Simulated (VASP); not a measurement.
Runs of VASP 6.6.1 on AgCl. The structure is that of space group R-3m (No. 166), or close to it. The cells are those of the table. 

```tsv
cell	gap on the mesh (eV)	pressure (GPa)
a = 3.438 Å, angles 92.7°, 2 atoms	1.04	-1.7
a = 3.611 Å, angles 105.7°, 2 atoms	(c)	22.4
a = 3.453 Å, angles 95.9°, 2 atoms	0.99	(a)
a = 3.747 Å, angles 109.5°, 2 atoms	(b)	66.3
```

Alike in all rows: task single point; level r2SCAN; potentials or basis VASP PAW PBE potentials, release 64 (Ag, Cl); no spin polarisation; k mesh 10 × 10 × 10; cutoff (eV) 520; smearing gaussian 0.05 eV.

Question: Estimate the missing entries.

Answer: (a) -0.8; (b) 3.30; (c) 2.25.

Caveats: the PAW data sets were made with another functional, which shifts forces and pressure a little.

A k mesh can miss the band edges, and the runs leave out spin-orbit coupling on Ag.
